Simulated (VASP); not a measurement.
A run of VASP 6.6.1 is set up as follows.

The input INCAR:

```
SYSTEM = Ga4As3P
PREC = Accurate
ENCUT = 500
EDIFF = 1E-7
ISMEAR = -1
SIGMA = 0.02
LREAL = .False.
LASPH = .True.
NELM = 120
ALGO = Normal
ISIF = 3
LWAVE = .False.
LCHARG = .False.
GGA = PE
IBRION = 2
NSW = 80
EDIFFG = -0.005
GGA_COMPAT = .False.
NELMIN = 4
```

File KPOINTS:

```
Automatic mesh
0
Gamma
  6 6 2
  0 0 0
```

The input POSCAR:

```
Ga4As3P
1.0
    3.8317776295      0.0000000000      0.0000000000
    0.0000000000      3.8317776295      0.0000000000
    0.0000000000      0.0000000000     10.8379037832
P Ga As
1 4 3
Direct
    0.0000000000      0.0000000000      0.0000000000
    0.0000000000      0.5000000000      0.8750000000
    0.5000000000      0.0000000000      0.6250000000
    0.0000000000      0.5000000000      0.3750000000
    0.5000000000      0.0000000000      0.1250000000
    0.5000000000      0.5000000000      0.7500000000
    0.0000000000      0.0000000000      0.5000000000
    0.5000000000      0.5000000000      0.2500000000
```

Potentials or basis: VASP PAW PBE potentials, release 64 (P, Ga_d, As).

Command:

```bash
$ cat potpaw_PBE.64/P/POTCAR potpaw_PBE.64/Ga_d/POTCAR potpaw_PBE.64/As/POTCAR > POTCAR
$ mpirun -np 1 vasp_std > vasp.out
```

Predict the relaxed cell.

a = 4.024 Å, b = 4.024 Å, c = 11.350 Å, α = 90.00°, β = 90.00°, γ = 90.00°.

What does it give for the space group after relaxing (to 0.1 Å)?

P-4m2 (No. 115).

Step by step:
```
step  energy change (eV)  largest force (eV/Å)  pressure (GPa)  volume (Å³)
   1              0.0000                0.9365           13.21       159.13
   2             -0.6998                0.2128           -4.37       199.98
   3             -0.9341                0.3100           -0.13       184.28
   4             -0.9338                0.3188            0.05       183.75
   5             -0.9440                0.1934            0.11       183.54
   6             -0.9534                0.1447            0.26       183.07
   7             -0.9584                0.0860           -0.17       184.25
   8             -0.9585                0.0744           -0.27       184.52
   9             -0.9598                0.0278            0.08       183.55
  10             -0.9599                0.0138            0.01       183.76
  11             -0.9599                0.0150           -0.01       183.77
  12             -0.9599                0.0063            0.01       183.75
  13             -0.9599                0.0032            0.00       183.75
```

Caveat: the volume moved by over 15 % at a fixed basis, so the end points are rough.
